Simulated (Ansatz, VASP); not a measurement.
One calculation of SbPt, two programs

INCAR

```
SYSTEM = SbPt
PREC     = Accurate       ! precision mode
ENCUT    = 520            ! plane-wave cutoff, eV
EDIFF    = 1E-8           ! SCF threshold, eV
ISMEAR   = -1             ! smearing method
SIGMA    = 0.08           ! smearing width, eV
LREAL    = .FALSE.        ! projectors in reciprocal space
LASPH    = .TRUE.         ! aspherical terms in the spheres
NELM     = 80             ! most SCF steps
ALGO     = Normal         ! electronic algorithm
ISIF     = 2              ! what is computed and relaxed
LWAVE    = .FALSE.        ! write WAVECAR
LCHARG   = .FALSE.        ! write CHGCAR
LEFG     = .TRUE.       
NBANDS   = 23             ! bands
```

Contents of KPOINTS:

```
regular mesh
0
G
  11 11 8
  0 0 0
```

POSCAR

```
SbPt
1.0
    4.1573496470      0.0000000000      0.0000000000
   -2.0786748235      3.6003704067      0.0000000000
    0.0000000000      0.0000000000      5.5082394667
Sb Pt
2 2
Direct
    0.3333333333      0.6666666667      0.2500000000
    0.6666666667      0.3333333333      0.7500000000
    0.0000000000      0.0000000000      0.0000000000
    0.0000000000      0.0000000000      0.5000000000
```

Input for Ansatz:

```yaml
crystal:
  lattice:
    - [4.157349647, 0.0, 0.0]
    - [-2.0786748235, 3.6003704067, 0.0]
    - [0.0, 0.0, 5.5082394667]
  atoms:
    - { symbol: Sb, position: [0.3333333333, 0.6666666667, 0.25] }
    - { symbol: Sb, position: [0.6666666667, 0.3333333333, 0.75] }
    - { symbol: Pt, position: [0.0, 0.0, 0.0] }
    - { symbol: Pt, position: [0.0, 0.0, 0.5] }
kpoints:
  mp_grid: { grid: [11, 11, 8] }
scf:
  occupations: { method: fermi_dirac, width: 0.08 }
hamiltonian:
  xc: lda
  pseudopotentials: { kind: paw }
output:
  forces: true
  stress: true
  eigenvalues: true
  efg: { contact_densities: true }
```

Change from the starting cell: volume scaled by 1.02, PAW files.

Alike in both runs: task electric field gradients; functional LDA; k mesh 11 × 11 × 8; occupations fermi-dirac, width 0.08 eV; no spin polarisation.

```csv
,VASP,Ansatz
version,VASP 6.6.1,Ansatz 0.2.0
potentials or method,"VASP PAW LDA potentials, release 64 (Sb, Pt)","PAW with Ansatz's default frozen-core files, scalar-relativistic"
plane-wave cutoff (eV),520,420
valence electrons in the cell,30,66
```

|  | VASP | Ansatz | Ansatz less VASP |
| --- | --- | --- | --- |
| pressure (GPa) | -2.7 | -2.9 | -0.23 |
| traceless stress, the component that is largest in VASP (GPa) | -0.99 | -1.11 | -0.123 |
| size of Vzz on the site where it differs most (V/Å²) | 118.2 | 54.4 | -63.86 |

LDA's correlation is that of Perdew and Zunger in VASP and of Perdew and Wang (1992) in Ansatz. VASP's potentials hold 30 valence electrons a cell and Ansatz's 66, so a difference there can come from the potentials and not from the codes.

Neither program's run includes spin-orbit coupling.
